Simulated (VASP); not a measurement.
Wanted: the native input for a VASP 6.6.1 run.

```
Task                   : single point
Functional             : PBEsol
Potentials or basis    : VASP PAW PBE potentials, release 64 (Ge_d)
Cutoff                 : 520 eV
k mesh                 : 14 × 14 × 14
Occupations            : fermi-dirac, width 0.05 eV
Spin                   : no spin polarisation
Dipole correction      : no
Further INCAR settings : ALGO = Normal; EDIFF = 1e-07; NBANDS = 21
```

The structure of Ge lies in POSCAR:

```
Ge
1.0
    0.0000000000      2.8114755563      2.8114755563
    2.8114755563      0.0000000000      2.8114755563
    2.8114755563      2.8114755563      0.0000000000
Ge
2
Direct
    0.5000000000      0.5000000000      0.5000000000
    0.7500000000      0.7500000000      0.7500000000
```

These files were run (other wordings do the same):

INCAR

```
ALGO = Normal
EDIFF = 1E-7
ENCUT = 520
GGA = PS
ISIF = 2
ISMEAR = -1
LASPH = T
LCHARG = F
LREAL = F
LWAVE = F
NBANDS = 21
NELM = 100
PREC = Accurate
SIGMA = 0.05
```

KPOINTS

```
k-points
0
Gamma
  14 14 14
```

Potentials or basis: VASP PAW PBE potentials, release 64 (Ge_d).

Run with:

```console
$ cat potpaw_PBE.64/Ge_d/POTCAR > POTCAR
$ mpirun -np 1 vasp_std > vasp.out
```

It gave:

```json
{"Pressure": "1.9 GPa", "Band gap on the k mesh": "0.16 eV"}
```

Caveat: semilocal functionals underestimate gaps, and a narrow one can read as zero; the PAW data sets were made with another functional, which shifts forces and pressure a little.

It took 59 s on 1 thread of Intel(R) Xeon(R) Platinum 8488C (Sapphire Rapids) (shared host), peak memory 0.21 GiB.
